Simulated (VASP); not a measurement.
# Ca3S (Pm-3m) in VASP: a series of runs

The runs below take Ca3S through single point, relaxation of cell and atoms, with PBE.

Program: VASP 6.6.1. These are calculated values, not measurements. Logs are shortened: lines on timing, memory, paths and dates and some standing lists are left out, and cuts for length are marked.

## (1) The cell of the first run

Symmetry: Pm-3m, No. 221, cubic system. The conventional cell has a = 4.968 Å, b = 4.968 Å, c = 4.968 Å, α = 90.00°, β = 90.00°, γ = 90.00°. Ca (site symmetry 4/mmm) has 8 Ca at 3.51 Å and 4 S at 3.51 Å within 4.6 Å. Within 4.6 Å of S (site symmetry m-3m) lie 12 Ca at 3.51 Å.

## (2) Single point, PBE

INCAR

```
PREC = Accurate ; ENCUT = 520
EDIFF = 1E-7 ; ISMEAR = 0
SIGMA = 0.1 ; LREAL = False
LASPH = True ; NELM = 60
ALGO = Normal ; ISIF = 2
LWAVE = False ; LCHARG = False
GGA = PE ; NBANDS = 26
```

KPOINTS

```
Automatic mesh
0
Gamma
  10 10 10
```

POSCAR

```
Ca3S
1.0
    4.9682681100      0.0000000000      0.0000000000
    0.0000000000      4.9682681100      0.0000000000
    0.0000000000      0.0000000000      4.9682681100
Ca S
3 1
Direct
    0.0000000000      0.5000000000      0.5000000000
    0.5000000000      0.0000000000      0.5000000000
    0.5000000000      0.5000000000      0.0000000000
    0.0000000000      0.0000000000      0.0000000000
```

Potentials or basis: VASP PAW PBE potentials, release 64 (Ca_sv, S).

Started as:

```bash
cat potpaw_PBE.64/Ca_sv/POTCAR potpaw_PBE.64/S/POTCAR > POTCAR
mpirun -np 1 vasp_std > vasp.out
```

OUTCAR:

```text
PREC = Accurate
   ENCUT = 520
   EDIFF = 1E-7
   ISMEAR = 0
   LREAL = False
   LASPH = True
   NELM = 60
   ISIF = 2
   GGA = PE

 ion  position               nearest neighbor table
   1  0.000  0.500  0.500-
   2  0.500  0.000  0.500-
   3  0.500  0.500  0.000-
   4  0.000  0.000  0.000-

  LATTYP: Found a simple cubic cell.
 ALAT       =     4.9682681100

  Lattice vectors:

 A1 = (   4.9682681100,   0.0000000000,   0.0000000000)
 A2 = (   0.0000000000,   4.9682681100,   0.0000000000)
 A3 = (   0.0000000000,   0.0000000000,   4.9682681100)

Analysis of symmetry for initial positions (statically):
=====================================================================
 Subroutine PRICEL returns:
 Original cell was already a primitive cell.

 Routine SETGRP: Setting up the symmetry group for a
 simple cubic supercell.

 Subroutine GETGRP returns: Found 48 space group operations
 (whereof 48 operations were pure point group operations)
 out of a pool of 48 trial point group operations.

The static configuration has the point symmetry O_h .

Analysis of symmetry for dynamics (positions and initial velocities):
=====================================================================
 Subroutine PRICEL returns:
 Original cell was already a primitive cell.

 Routine SETGRP: Setting up the symmetry group for a
 simple cubic supercell.

 Subroutine GETGRP returns: Found 48 space group operations
 (whereof 48 operations were pure point group operations)
 out of a pool of 48 trial point group operations.

The dynamic configuration has the point symmetry O_h .

 Subroutine INISYM returns: Found 48 space group operations
 (whereof 48 operations are pure point group operations),
 and found     1 'primitive' translations

----------------------------------------------------------------------------------------

                                     Primitive cell

  volume of cell :     122.6352

  direct lattice vectors                    reciprocal lattice vectors
     4.968268110  0.000000000  0.000000000     0.201277382  0.000000000  0.000000000
     0.000000000  4.968268110  0.000000000     0.000000000  0.201277382  0.000000000
     0.000000000  0.000000000  4.968268110     0.000000000  0.000000000  0.201277382

  length of vectors
     4.968268110  4.968268110  4.968268110     0.201277382  0.201277382  0.201277382

  position of ions in fractional coordinates (direct lattice)
     0.000000000  0.500000000  0.500000000
     0.500000000  0.000000000  0.500000000
     0.500000000  0.500000000  0.000000000
     0.000000000  0.000000000  0.000000000

  ion indices of the primitive-cell ions
   primitive index   ion index
                 1           1
                 2           2
                 3           3
                 4           4

----------------------------------------------------------------------------------------

 KPOINTS: Automatic mesh

Automatic generation of k-mesh.
 Grid dimensions read from file:
 generate k-points for:   10   10   10

 Generating k-lattice:

  Cartesian coordinates                     Fractional coordinates (reciprocal lattice)
     0.020127738  0.000000000  0.000000000     0.100000000  0.000000000  0.000000000
     0.000000000  0.020127738  0.000000000     0.000000000  0.100000000  0.000000000
     0.000000000  0.000000000  0.020127738     0.000000000  0.000000000  0.100000000

  Length of vectors
     0.020127738  0.020127738  0.020127738

  Shift w.r.t. Gamma in fractional coordinates (k-lattice)
     0.000000000  0.000000000  0.000000000

 Subroutine IBZKPT returns following result:
 ===========================================

 Found     56 irreducible k-points:

 Following reciprocal coordinates:
            Coordinates               Weight
  0.000000  0.000000  0.000000      1.000000
  0.100000  0.000000  0.000000      6.000000
  0.200000  0.000000  0.000000      6.000000
  0.300000  0.000000  0.000000      6.000000
  0.400000  0.000000  0.000000      6.000000
  0.500000  0.000000  0.000000      3.000000
[... 16 lines left out ...]
  0.200000  0.100000  0.100000     24.000000
  0.300000  0.100000  0.100000     24.000000
 [... further k-points ...]
   k-points           NKPTS =     56   k-points in BZ     NKDIM =     56   number of bands    NBANDS=     26
   number of dos      NEDOS =    301   number of ions     NIONS =      4
   total plane-waves  NPLWV =  64000
   dimension x,y,z NGX =    40 NGY =   40 NGZ =   40
   dimension x,y,z NGXF=    80 NGYF=   80 NGZF=   80
   ions per type =               3   1
   NGX,Y,Z   is equivalent  to a cutoff of  13.38, 13.38, 13.38 a.u.
   NGXF,Y,Z  is equivalent  to a cutoff of  26.77, 26.77, 26.77 a.u.
 SYSTEM =  unknown system
   PREC   = accura    normal or accurate (medium, high low for compatibility)
   ISTART =      0    job   : 0-new  1-cont  2-samecut
   ICHARG =      2    charge: 1-file 2-atom 10-const
   ISPIN  =      1    spin polarized calculation?
   LNONCOLLINEAR =      F non collinear calculations
   LSORBIT =      F    spin-orbit coupling
   LASPH  =      T    aspherical Exc in radial PAW
   ENCUT  =  520.0 eV  38.22 Ry    6.18 a.u.   9.24  9.24  9.24*2*pi/ulx,y,z
   NELM   =     60;   NELMIN=  2; NELMDL= -5     # of ELM steps
   EDIFF  = 0.1E-06   stopping-criterion for ELM
   LREAL  =      F    real-space projection
   EDIFFG = 0.1E-05   stopping-criterion for IOM
   NSW    =      0    number of steps for IOM
   IBRION =     -1    ionic relax: 0-MD 1-quasi-New 2-CG
   NFREE  =      0    steps in history (QN), initial steepest desc. (CG)
   ISIF   =      2    stress and relaxation
   ISYM   =      2    0-nonsym 1-usesym 2-fastsym
   POTIM  = 0.5000    time-step for ionic-motion
   TEBEG  =    0.0;   TEEND  =   0.0 temperature during run
   PSTRESS=    0.0 pullay stress
   NELECT =      36.0000    total number of electrons
   NUPDOWN=      -1.0000    fix difference up-down
   EMIN   =  10.00;   EMAX   =-10.00  energy-range for DOS
   EFERMI =   0.00;   METHOD = LEGACY
   ISMEAR =     0;   SIGMA  =   0.10  broadening in eV -4-tet -1-fermi 0-gaus
   EFERMI_NEDOS =   21; number of points for ismear=-14 and -15
   IALGO  =     38    algorithm
   IMIX   =      4    mixing-type and parameters
     AMIX     =   0.40;   BMIX     =  1.00
     AMIX_MAG =   1.60;   BMIX_MAG =  1.00
  volume/ion in A,a.u.               =      30.66       206.90
  Fermi-wavevector in a.u.,A,eV,Ry     =   1.088021  2.056062 16.106439  1.183790
  Thomas-Fermi vector in A             =   2.224193
   LORBIT       =      0    0 simple, 1 ext, 2 COOP (PROOUT), +10 PAW based schemes
   GGA     = PE    functional components
   LHFCALC =     F    Hartree Fock is set to
   AEXX    =    0.0000 exact exchange contribution
   IVDW    =     0    specifies the selected vdW correction
   LEPSILON=     F    determine dielectric tensor
   LRPA    =     F    only Hartree local field effects (RPA)
 non-spin polarized calculation
 Gauss-broadening in eV      SIGMA  =   0.10
  energy-cutoff  :      520.00
  volume of cell :      122.64
 maximum number of plane-waves:      3362
 NGX is ok and might be reduce to    40
   NGX = 19   NGY = 19   NGZ = 19

 number of electron      36.0000000 magnetization

 Free energy of the ion-electron system (eV)
  ---------------------------------------------------
  ext. energy  EPLUGINS =         0.00000000
  ---------------------------------------------------
  free energy    TOTEN  =       -11.25332337 eV

  energy without entropy =      -11.22536520  energy(sigma->0) =      -11.23934429

 E-fermi :   3.7599     XC(G=0):  -8.5821

 val. band max:        3.7571856614   @ k =   0.2000   0.1000   0.1000
 cond. band min:       3.7662021529   @ k =   0.5000   0.5000   0.4000
 fundamental gap:      0.0090164915
 Fermi energy:         3.7599263865

 k-point     1 :       0.0000    0.0000    0.0000
  band No.  band energies     occupation
      1     -38.4495      2.00000
      2     -38.3947      2.00000
      3     -38.3947      2.00000
      4     -19.5728      2.00000
      5     -19.5728      2.00000
      6     -19.5728      2.00000
[... 18 lines left out ...]
     25       6.6007      0.00000
     26       6.6007      0.00000

 k-point     2 :       0.1000    0.0000    0.0000
  band No.  band energies     occupation
      1     -38.4483      2.00000
      2     -38.3959      2.00000
      3     -38.3947      2.00000
      4     -19.5690      2.00000
      5     -19.5690      2.00000
      6     -19.5676      2.00000
[... 18 lines left out ...]
     25       6.6430      0.00000
     26       6.6431      0.00000

 k-point     3 :       0.2000    0.0000    0.0000
  band No.  band energies     occupation
      1     -38.4449      2.00000
      2     -38.3993      2.00000
      3     -38.3947      2.00000
      4     -19.5585      2.00000
      5     -19.5585      2.00000
      6     -19.5525      2.00000
[... 18 lines left out ...]
     25       6.5803      0.00000
     26       6.6366      0.00000

 k-point     4 :       0.3000    0.0000    0.0000
  band No.  band energies     occupation
      1     -38.4398      2.00000
      2     -38.4044      2.00000
      3     -38.3947      2.00000
      4     -19.5434      2.00000
      5     -19.5434      2.00000
      6     -19.5299      2.00000
[... 18 lines left out ...]
     25       6.2100      0.00000
     26       6.2335      0.00000
[... 496 lines left out ...]
      1     -38.4460      2.00000
      2     -38.3965      2.00000
      3     -38.3965      2.00000
      4     -19.5749      2.00000
      5     -19.5538      2.00000
      6     -19.5538      2.00000
[... 18 lines left out ...]
     25       6.5793      0.00000
     26       6.5797      0.00000

 k-point    23 :       0.2000    0.1000    0.1000
  band No.  band energies     occupation
      1     -38.4427      2.00000
      2     -38.3997      2.00000
      3     -38.3964      2.00000
      4     -19.5718      2.00000
      5     -19.5444      2.00000
      6     -19.5348      2.00000
[... 18 lines left out ...]
     25       6.3345      0.00000
     26       6.3795      0.00000

 k-point    24 :       0.3000    0.1000    0.1000
  band No.  band energies     occupation
      1     -38.4378      2.00000
      2     -38.4046      2.00000
      3     -38.3964      2.00000
      4     -19.5604      2.00000
      5     -19.5305      2.00000
      6     -19.5163      2.00000
[... 18 lines left out ...]
     25       6.0399      0.00000
     26       6.1851      0.00000

 [... further k-points ...]
[... 5 lines left out ...]
  --------------------------------------------------------------------------------------
  -------------------------------------------------------------------------------------
  Total        0.0279918      0.0279918      0.0279918      0.0000000      0.0000000     -0.0000000
  in kB        0.3657016      0.3657016      0.3657016      0.0000000      0.0000000     -0.0000000
  external PRESSURE =       0.3657016 kB  Pullay stress =       0.0000000 kB

 VOLUME and BASIS-vectors are now :
 -----------------------------------------------------------------------------
  energy-cutoff  :      520.00
  volume of cell :      122.64
      direct lattice vectors                 reciprocal lattice vectors
     4.968268110  0.000000000  0.000000000     0.201277382  0.000000000  0.000000000
     0.000000000  4.968268110  0.000000000     0.000000000  0.201277382  0.000000000
     0.000000000  0.000000000  4.968268110     0.000000000  0.000000000  0.201277382

 POSITION                                       TOTAL-FORCE (eV/Angst)
 -----------------------------------------------------------------------------------
      0.00000      2.48413      2.48413         0.000000      0.000000      0.000000
      2.48413      0.00000      2.48413         0.000000      0.000000      0.000000
      2.48413      2.48413      0.00000         0.000000      0.000000      0.000000
      0.00000      0.00000      0.00000         0.000000      0.000000      0.000000
 -----------------------------------------------------------------------------------
    total drift:                               -0.000000     -0.000000     -0.000000

  FREE ENERGIE OF THE ION-ELECTRON SYSTEM (eV)
  ---------------------------------------------------
  free  energy   TOTEN  =       -11.2533233739 eV

  energy  without entropy=      -11.2253651981  energy(sigma->0) =      -11.23934429
```

Wall time 66 s (1 thread of Intel Xeon 6975P-C (Granite Rapids), shared host); peak memory 0.33 GiB.

What came out:

| Property | Result |
| --- | --- |
| Free energy | -11.2533 eV |
| Pressure | 0.0 GPa |
| Band gap on the k mesh | zero (bands 18 and 19 overlap by 1.56 eV) |

## (3) Single point, PBE

INCAR

```
SYSTEM = Ca3S
PREC = Accurate
ENCUT = 520
EDIFF = 1E-6
ISMEAR = 0
SIGMA = 0.1
LREAL = .FALSE.
LASPH = .TRUE.
NELM = 60
ALGO = Normal
ISIF = 2
LWAVE = .FALSE.
LCHARG = .FALSE.
GGA = PE
NBANDS = 26
```

KPOINTS

```
Automatic mesh
0
G
  10 10 10
  0 0 0
```

POSCAR is that of step 2.

Potentials or basis: VASP PAW PBE potentials, release 64 (Ca_sv, S).

Started as:

```bash
cat potpaw_PBE.64/Ca_sv/POTCAR potpaw_PBE.64/S/POTCAR > POTCAR
mpirun -np 1 vasp_std > vasp.out
```

Wall time 61 s (1 thread of Intel Xeon 6975P-C (Granite Rapids), shared host); peak memory 0.33 GiB.

The run converged. Its results:

| Quantity | Value |
| --- | --- |
| Free energy | -11.2533 eV |
| Pressure | 0.0 GPa |
| Band gap on the k mesh | zero (bands 18 and 19 overlap by 1.56 eV) |

Levels at points of the mesh, in eV from the Fermi level:
```tsv
k point	band 15	band 16	band 17	band 18	band 19	band 20	band 21	band 22
(0.00, 0.00, 0.00)	-3.27	-3.27	-3.27	-0.44	-0.44	-0.07	0.34	0.34
(0.50, 0.00, 0.00)	-3.40	-3.40	-1.57	-0.82	0.55	0.79	1.08	1.08
(0.50, 0.50, 0.00)	-4.24	-3.45	-1.54	0.49	0.49	0.65	1.10	1.43
(0.50, 0.50, 0.50)	-3.79	-3.79	-1.07	-1.07	-1.07	-0.05	1.09	1.96
```

(Continued in part 2 of 2.)
